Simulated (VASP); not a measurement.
# ZnSe (P4/nmm) in VASP: single point with PBE+D3(BJ)

Aim: the single point of ZnSe with PBE+D3(BJ).

Everything below comes from runs of VASP 6.6.1. Logs are shortened: lines on timing, memory, paths and dates and some standing lists are left out, and cuts for length are marked.

### Step 1. The cell of the first run

The structure is tetragonal, space group P4/nmm (No. 129). Conventional cell: a = 4.069 Å, b = 4.069 Å, c = 5.209 Å, α = 90.00°, β = 90.00°, γ = 90.00°. Within 3.3 Å of Zn (site symmetry -4m2) lie 4 Se at 2.52 Å and 4 Zn at 2.88 Å. Within 3.3 Å of Se (site symmetry 4mm) lie 4 Zn at 2.52 Å.

### Step 2. Single point, PBE+D3(BJ)

Input file INCAR:

```
ALGO     = Normal         # electronic algorithm
EDIFF    = 1E-6           # SCF threshold, eV
ENCUT    = 520            # plane-wave cutoff, eV
GGA      = PE             # functional
ISIF     = 2              # what is computed and relaxed
ISMEAR   = 0              # smearing method
IVDW     = 12             # dispersion correction
LASPH    = T              # aspherical terms in the spheres
LCHARG   = F              # write CHGCAR
LREAL    = F              # projectors in reciprocal space
LWAVE    = F              # write WAVECAR
NBANDS   = 46             # bands
NELM     = 100            # most SCF steps
PREC     = Accurate       # precision mode
SIGMA    = 0.05           # smearing width, eV
```

Input file KPOINTS:

```
k-points
0
Gamma
  6 6 6
```

Input file POSCAR:

```
ZnSe
1.0
    0.0000000000      0.0000000000     -5.2092370909
    4.0689269236      4.0689269236      0.0000000000
    4.0689269236     -4.0689269236      0.0000000000
Zn Se
4 4
Direct
    0.0000000000      0.0000000000      0.0000000000
    0.0000000000      0.5000000000      0.5000000000
    0.0000000000      0.5000000000      0.0000000000
    0.0000000000      0.0000000000      0.5000000000
    0.7158531487      0.2500000000      0.7500000000
    0.7158531487      0.7500000000      0.2500000000
    0.2841468513      0.2500000000      0.2500000000
    0.2841468513      0.7500000000      0.7500000000
```

Potentials or basis: VASP PAW PBE potentials, release 64 (Zn, Se).

On the command line:

```bash
cat potpaw_PBE.64/Zn/POTCAR potpaw_PBE.64/Se/POTCAR > POTCAR
mpirun -np 1 vasp_std > vasp.out
```

OUTCAR:

```text
EDIFF = 1E-6
   ENCUT = 520
   GGA = PE
   ISIF = 2
   ISMEAR = 0
   IVDW = 12
   LASPH = T
   LREAL = F
   NELM = 100
   PREC = Accurate
 IVDW          = 12

 ion  position               nearest neighbor table
   1  0.000  0.000  0.000-   5 2.52   6 2.52   7 2.52   8 2.52   3 2.88   4 2.88   4 2.88   3 2.88

   2  0.000  0.500  0.500-   5 2.52   6 2.52   7 2.52   8 2.52   3 2.88   4 2.88   3 2.88   4 2.88

   3  0.000  0.500  0.000-   5 2.52   6 2.52   7 2.52   8 2.52   1 2.88   2 2.88   2 2.88   1 2.88
[... 14 lines left out ...]
 A1 = (   4.0689269236,   4.0689269236,   0.0000000000)
 A2 = (   4.0689269236,  -4.0689269236,   0.0000000000)
 A3 = (   0.0000000000,   0.0000000000,  -5.2092370909)

Analysis of symmetry for initial positions (statically):
=====================================================================
 Subroutine PRICEL returns following result:

  LATTYP: Found a simple tetragonal cell.
 ALAT       =     4.0689269236
 C/A-ratio  =     1.2802483772

  Lattice vectors:

 A1 = (   0.0000000000,   4.0689269236,   0.0000000000)
 A2 = (   4.0689269236,   0.0000000000,   0.0000000000)
 A3 = (   0.0000000000,   0.0000000000,  -5.2092370909)

   2 primitive cells build up your supercell.

 Routine SETGRP: Setting up the symmetry group for a
 simple tetragonal supercell.

 Subroutine GETGRP returns: Found 16 space group operations
 (whereof  8 operations were pure point group operations)
 out of a pool of 16 trial point group operations.

The static configuration has the point symmetry D_2d.
 The point group associated with its full space group is D_4h.

Analysis of symmetry for dynamics (positions and initial velocities):
=====================================================================
 Subroutine PRICEL returns following result:

  LATTYP: Found a simple tetragonal cell.
 ALAT       =     4.0689269236
 C/A-ratio  =     1.2802483772

  Lattice vectors:

 A1 = (   0.0000000000,   4.0689269236,   0.0000000000)
 A2 = (   4.0689269236,   0.0000000000,   0.0000000000)
 A3 = (   0.0000000000,   0.0000000000,  -5.2092370909)

   2 primitive cells build up your supercell.

 Routine SETGRP: Setting up the symmetry group for a
 simple tetragonal supercell.

 Subroutine GETGRP returns: Found 16 space group operations
 (whereof  8 operations were pure point group operations)
 out of a pool of 16 trial point group operations.

[... 109 lines left out ...]
   IBRION =     -1    ionic relax: 0-MD 1-quasi-New 2-CG
   NFREE  =      0    steps in history (QN), initial steepest desc. (CG)
   ISIF   =      2    stress and relaxation
   ISYM   =      2    0-nonsym 1-usesym 2-fastsym
   POTIM  = 0.5000    time-step for ionic-motion
   TEBEG  =    0.0;   TEEND  =   0.0 temperature during run
   PSTRESS=    0.0 pullay stress
   NELECT =      72.0000    total number of electrons
   NUPDOWN=      -1.0000    fix difference up-down
   EMIN   =  10.00;   EMAX   =-10.00  energy-range for DOS
   EFERMI =   0.00;   METHOD = LEGACY
   ISMEAR =     0;   SIGMA  =   0.05  broadening in eV -4-tet -1-fermi 0-gaus
   EFERMI_NEDOS =   21; number of points for ismear=-14 and -15
   IALGO  =     38    algorithm
   IMIX   =      4    mixing-type and parameters
     AMIX     =   0.40;   BMIX     =  1.00
     AMIX_MAG =   1.60;   BMIX_MAG =  1.00
  volume/ion in A,a.u.               =      21.56       145.50
  Fermi-wavevector in a.u.,A,eV,Ry     =   1.223482  2.312046 20.366683  1.496909
  Thomas-Fermi vector in A             =   2.358592
   LORBIT       =      0    0 simple, 1 ext, 2 COOP (PROOUT), +10 PAW based schemes
   GGA     = PE    functional components
   LHFCALC =     F    Hartree Fock is set to
   AEXX    =    0.0000 exact exchange contribution
   IVDW    =    12    specifies the selected vdW correction
   LEPSILON=     F    determine dielectric tensor
   LRPA    =     F    only Hartree local field effects (RPA)
 non-spin polarized calculation
 Gauss-broadening in eV      SIGMA  =   0.05
  energy-cutoff  :      520.00
  volume of cell :      172.49
 maximum number of plane-waves:      4676
 NGX is ok and might be reduce to    40
   NGX = 19   NGY = 21   NGZ = 21

 number of electron      71.9999926 magnetization

 Free energy of the ion-electron system (eV)
  ---------------------------------------------------
  ext. energy  EPLUGINS =         0.00000000
  ---------------------------------------------------
  free energy    TOTEN  =       -22.62354713 eV

  energy without entropy =      -22.62354713  energy(sigma->0) =      -22.62354713

 E-fermi :   2.4021     XC(G=0):  -9.6565

 val. band max:        2.1350093519   @ k =   0.0000   0.0000   0.0000
 cond. band min:       3.6908498602   @ k =   0.0000   0.0000   0.0000
 fundamental gap:      1.5558405083
 Fermi energy:         2.4021296175

 k-point     1 :       0.0000    0.0000    0.0000
  band No.  band energies     occupation
      1     -11.4058      2.00000
      2     -10.2203      2.00000
      3     -10.2203      2.00000
      4     -10.0367      2.00000
      5      -5.0417      2.00000
      6      -5.0417      2.00000
[... 1165 lines left out ...]
     45       8.1943      0.00000
     46       8.7298      0.00000

 [... further k-points ...]

------------------------ aborting loop because EDIFF is reached ----------------------------------------

 Edisp (eV)   -2.70266

 E8    (eV) :    -1.1238

  FORCE on cell =-STRESS in cart. coord.  units (eV):
  Direction    XX          YY          ZZ          XY          YZ          ZX
  --------------------------------------------------------------------------------------
  -------------------------------------------------------------------------------------
  Total       0.29135     0.29135     0.32031     0.00000     0.00000     0.00000
  in kB       2.70625     2.70625     2.97517     0.00000     0.00000     0.00000
  external pressure =        2.80 kB  Pullay stress =        0.00 kB

 VOLUME and BASIS-vectors are now :
 -----------------------------------------------------------------------------
  energy-cutoff  :      520.00
  volume of cell :      172.49
      direct lattice vectors                 reciprocal lattice vectors
     0.000000000  0.000000000 -5.209237091     0.000000000  0.000000000 -0.191966690
     4.068926924  4.068926924  0.000000000     0.122882521  0.122882521  0.000000000
     4.068926924 -4.068926924  0.000000000     0.122882521 -0.122882521  0.000000000

 POSITION                                       TOTAL-FORCE (eV/Angst)
 -----------------------------------------------------------------------------------
      0.00000      0.00000      0.00000        -0.000000     -0.000000     -0.000000
      4.06893      0.00000      0.00000        -0.000000     -0.000000     -0.000000
      2.03446      2.03446      0.00000        -0.000000     -0.000000     -0.000000
      2.03446     -2.03446      0.00000        -0.000000     -0.000000     -0.000000
      4.06893     -2.03446     -3.72905         0.000000     -0.000000      0.046612
      4.06893      2.03446     -3.72905         0.000000      0.000000      0.046612
      2.03446      0.00000     -1.48019         0.000000      0.000000     -0.046612
      6.10339      0.00000     -1.48019         0.000000     -0.000000     -0.046612
 -----------------------------------------------------------------------------------
    total drift:                                0.000000      0.000000      0.000000

  FREE ENERGIE OF THE ION-ELECTRON SYSTEM (eV)
  ---------------------------------------------------
  free  energy   TOTEN  =       -25.3262072042 eV

  energy  without entropy=      -25.3262072042  energy(sigma->0) =      -25.32620720
```

It took 7 min on 1 thread of Oxide Virtual Turin-like, shared host; peak memory 0.4 GiB.

Results:

```yaml
Free_energy: -25.3262 eV
Pressure: 0.3 GPa
Largest_force: 0.047 eV/Å
Band_gap_on_the_k_mesh: 1.56 eV
Dispersion_energy_per_atom: -0.338 eV
```

Forces in eV/Å, atoms in the order of the input:
```
Zn   0.000  0.000  0.000
Zn   0.000  0.000  0.000
Zn   0.000  0.000  0.000
Zn   0.000  0.000  0.000
Se   0.000  0.000  0.047
Se   0.000  0.000  0.047
Se   0.000  0.000 -0.047
Se   0.000  0.000 -0.047
```

A k mesh can miss the band edges.
